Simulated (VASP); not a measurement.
# TaN (P-6m2) in VASP: a series of runs, part 2 of 2

VASP 6.6.1. The steps go on from the part before.

### Step 4. Single point, PBEsol

This run uses another cell than the first one, of 11.21 Å³/atom, 1.040 times its volume.

File INCAR:

```
SYSTEM = TaN
  PREC = Accurate
  ENCUT = 520
  EDIFF = 1E-6
  ISMEAR = -1
  SIGMA = 0.1
  LREAL = .FALSE.
  LASPH = .TRUE.
  NELM = 60
  ALGO = Normal
  ISIF = 2
  LWAVE = .FALSE.
  LCHARG = .TRUE.
  GGA = PS
  LELF = .TRUE.
  LVHAR = .TRUE.
  NBANDS = 15
```

File KPOINTS:

```
regular mesh
0
G
  11 11 10
  0 0 0
```

File POSCAR:

```
TaN
1.0
    2.9766623284      0.0000000000      0.0000000000
   -1.4883311642      2.5778625239      0.0000000000
    0.0000000000      0.0000000000      2.9209385612
Ta N
1 1
Direct
    0.3333333333      0.6666666667      0.5000000000
    0.0000000000      0.0000000000      0.0000000000
```

Potentials or basis: VASP PAW PBE potentials, release 64 (Ta_pv, N).

Launch:

```bash
cat potpaw_PBE.64/Ta_pv/POTCAR potpaw_PBE.64/N/POTCAR > POTCAR
mpirun -np 1 vasp_std > vasp.out
```

OUTCAR:

```text
SYSTEM = TaN
   PREC = Accurate
   ENCUT = 520
   EDIFF = 1E-6
   ISMEAR = -1
   LREAL = .FALSE.
   LASPH = .TRUE.
   NELM = 60
   ISIF = 2
   GGA = PS

 ion  position               nearest neighbor table
   1  0.333  0.667  0.500-   2 2.26   2 2.26   2 2.26   2 2.26   2 2.26   2 2.26
   2  0.000  0.000  0.000-   1 2.26   1 2.26   1 2.26   1 2.26   1 2.26   1 2.26

  LATTYP: Found a hexagonal cell.
 ALAT       =     2.9766623284
 C/A-ratio  =     0.9812797822

  Lattice vectors:
[... 609 lines left out ...]
      8       5.1982      2.00000
      9       9.4268      0.00000
     10      10.4572      0.00000
     11      11.7012      0.00000
     12      12.3448      0.00000
     13      13.4334      0.00000
     14      20.2131      0.00000
     15      20.9260      0.00000

 [... further k-points ...]
[... 5 lines left out ...]
  --------------------------------------------------------------------------------------
  -------------------------------------------------------------------------------------
  Total       -2.2369380     -2.2369334     -2.4739490      0.0000000      0.0000000      0.0000000
  in kB     -159.9015896   -159.9012583   -176.8436941      0.0000000      0.0000000      0.0000000
  external PRESSURE =    -165.5488473 kB  Pullay stress =       0.0000000 kB

 VOLUME and BASIS-vectors are now :
 -----------------------------------------------------------------------------
  energy-cutoff  :      520.00
  volume of cell :       22.41
      direct lattice vectors                 reciprocal lattice vectors
     2.976662328  0.000000000  0.000000000     0.335946738  0.193959141  0.000000000
    -1.488331164  2.577862524  0.000000000     0.000000000  0.387918281  0.000000000
     0.000000000  0.000000000  2.920938561     0.000000000  0.000000000  0.342355712

 POSITION                                       TOTAL-FORCE (eV/Angst)
 -----------------------------------------------------------------------------------
     -0.00000      1.71858      1.46047         0.000000      0.000000      0.000000
      0.00000      0.00000      0.00000        -0.000000     -0.000000      0.000000
 -----------------------------------------------------------------------------------
    total drift:                                0.000000     -0.000035     -0.000000

  FREE ENERGIE OF THE ION-ELECTRON SYSTEM (eV)
  ---------------------------------------------------
  free  energy   TOTEN  =       -23.7479938960 eV

  energy  without entropy=      -23.7452294963  energy(sigma->0) =      -23.74661170
```

OSZICAR:

```text
N       E                     dE             d eps       ncg     rms          rms(c)
DAV:   1     0.893871201349E+02    0.89387E+02   -0.86398E+03  2880   0.112E+03
DAV:   2    -0.232088073542E+02   -0.11260E+03   -0.10613E+03  3475   0.305E+02
DAV:   3    -0.261128936848E+02   -0.29041E+01   -0.28900E+01  3307   0.454E+01
DAV:   4    -0.261258574677E+02   -0.12964E-01   -0.12960E-01  3699   0.326E+00
DAV:   5    -0.261259400532E+02   -0.82586E-04   -0.82583E-04  3356   0.245E-01    0.220E+01
DAV:   6    -0.238792353083E+02    0.22467E+01   -0.35749E+00  3812   0.224E+01    0.929E+00
DAV:   7    -0.237867983861E+02    0.92437E-01   -0.52990E-01  3370   0.592E+00    0.643E+00
DAV:   8    -0.237554957554E+02    0.31303E-01   -0.18610E-01  3573   0.355E+00    0.137E+00
DAV:   9    -0.237481530340E+02    0.73427E-02   -0.17148E-02  3279   0.106E+00    0.212E-01
DAV:  10    -0.237480585697E+02    0.94464E-04   -0.10280E-03  3587   0.374E-01    0.908E-02
DAV:  11    -0.237479935594E+02    0.65010E-04   -0.77207E-05  3482   0.958E-02    0.130E-02
DAV:  12    -0.237479938987E+02   -0.33937E-06   -0.10494E-05  3125   0.275E-02    0.382E-03
DAV:  13    -0.237479938960E+02    0.26882E-08   -0.28646E-08  1636   0.172E-03
   1 F= -.23747994E+02 E0= -.23746612E+02  d E =-.276440E-02
```

stdout:

```text
POSCAR found type information on POSCAR TaN
 POSCAR found :  2 types and       2 ions
 scaLAPACK will be used
 -----------------------------------------------------------------------------
|                                                                             |
|                                                                             |
|     You enforced a specific xc type in the INCAR file but a different       |
|     I HOPE YOU KNOW WHAT YOU ARE DOING!                                     |
|                                                                             |
 -----------------------------------------------------------------------------

 LDA part: xc-table for (Slater+PW92), standard interpolation
 POSCAR, INCAR and KPOINTS ok, starting setup
 FFT: planning ... GRIDC
 FFT: planning ... GRID_SOFT
 FFT: planning ... GRID
 WAVECAR not read
 entering main loop
```

Run time: 9.6 s. Hardware: 1 thread of Intel Xeon 6975P-C (Granite Rapids), shared host; peak memory 0.16 GiB.

Results:

```yaml
Free_energy: -23.7480 eV
Pressure: -16.6 GPa
Band_gap_on_the_k_mesh: zero (band 8 reaches 8.07 eV, above the bottom of band 9 at 7.59 eV)
```

Levels at points of the mesh, in eV from the Fermi level:
```
           k point  band 5  band 6  band 7  band 8  band 9  band 10  band 11  band 12
(0.00, 0.00, 0.00)   -4.40   -4.40   -4.05   -2.86    1.92     3.42     3.42     3.75
(0.00, 0.00, 0.50)   -9.15   -3.61   -3.61   -0.10   -0.10     2.32     3.18     3.18
```

Caveat: the PAW data sets were made with another functional, which shifts forces and pressure a little; spin-orbit coupling is left out, which moves the levels of the heavy elements.

### Step 5. Single point, PBEsol

This run uses another cell than the first one, of 11.42 Å³/atom, 1.060 times its volume.

File INCAR:

```
ALGO = Normal
EDIFF = 1E-7
ENCUT = 520
GGA = PS
ISIF = 2
ISMEAR = -1
LASPH = T
LCHARG = T
LELF = T
LREAL = F
LVHAR = T
LWAVE = F
NBANDS = 15
NELM = 100
PREC = Accurate
SIGMA = 0.1
```

File KPOINTS:

```
k-points
0
Gamma
  11 11 10
```

File POSCAR:

```
TaN
1.0
    2.9956224723      0.0000000000      0.0000000000
   -1.4978112361      2.5942824731      0.0000000000
    0.0000000000      0.0000000000      2.9395437670
Ta N
1 1
Direct
    0.3333333333      0.6666666667      0.5000000000
    0.0000000000      0.0000000000      0.0000000000
```

Launch:

```bash
cat potpaw_PBE.64/Ta_pv/POTCAR potpaw_PBE.64/N/POTCAR > POTCAR
mpirun -np 1 vasp_std > vasp.out
```

It took 9.9 s on 1 thread of Intel Xeon 6975P-C (Granite Rapids), shared host; peak memory 0.16 GiB.

It converged, with:

| Quantity | Value |
| --- | --- |
| Free energy | -23.6966 eV |
| Pressure | -21.8 GPa |
| Band gap on the k mesh | zero (band 8 reaches 7.87 eV, above the bottom of band 9 at 7.40 eV) |

Stress tensor (GPa, compression positive):
```
-21.07   0.00   0.00
  0.00 -21.07   0.00
  0.00   0.00 -23.38
```

Levels at points of the mesh, in eV from the Fermi level:
| k point | band 5 | band 6 | band 7 | band 8 | band 9 | band 10 | band 11 | band 12 |
| --- | --- | --- | --- | --- | --- | --- | --- | --- |
| (0.00, 0.00, 0.00) | -4.31 | -4.31 | -3.97 | -2.84 | 1.78 | 3.33 | 3.33 | 3.65 |
| (0.00, 0.00, 0.50) | -9.03 | -3.54 | -3.54 | -0.09 | -0.09 | 2.26 | 3.12 | 3.12 |

Caveat: the PAW data sets were made with another functional, which shifts forces and pressure a little; spin-orbit coupling is left out, which moves the levels of the heavy elements.

### Step 6. Summary

```tsv
cell	gap on the mesh (eV)	pressure (GPa)
a = 2.938, b = 2.938, c = 2.883 Å, angles 90.0, 90.0, 120.0°, 2 atoms	none	-4.1
a = 2.957, b = 2.957, c = 2.902 Å, angles 90.0, 90.0, 120.0°, 2 atoms	none	-10.7
a = 2.977, b = 2.977, c = 2.921 Å, angles 90.0, 90.0, 120.0°, 2 atoms	none	-16.6
a = 2.996, b = 2.996, c = 2.940 Å, angles 90.0, 90.0, 120.0°, 2 atoms	none	-21.8
```

Alike in all rows: task single point; level PBEsol; potentials or basis VASP PAW PBE potentials, release 64 (Ta_pv, N); no spin polarisation; k mesh 11 × 11 × 10; cutoff (eV) 520; smearing fermi-dirac 0.1 eV.

Caveats: the PAW data sets were made with another functional, which shifts forces and pressure a little; spin-orbit coupling is left out, which moves the levels of the heavy elements.

Total energies depend on the potentials used, so only differences within one code and one set of settings carry meaning.
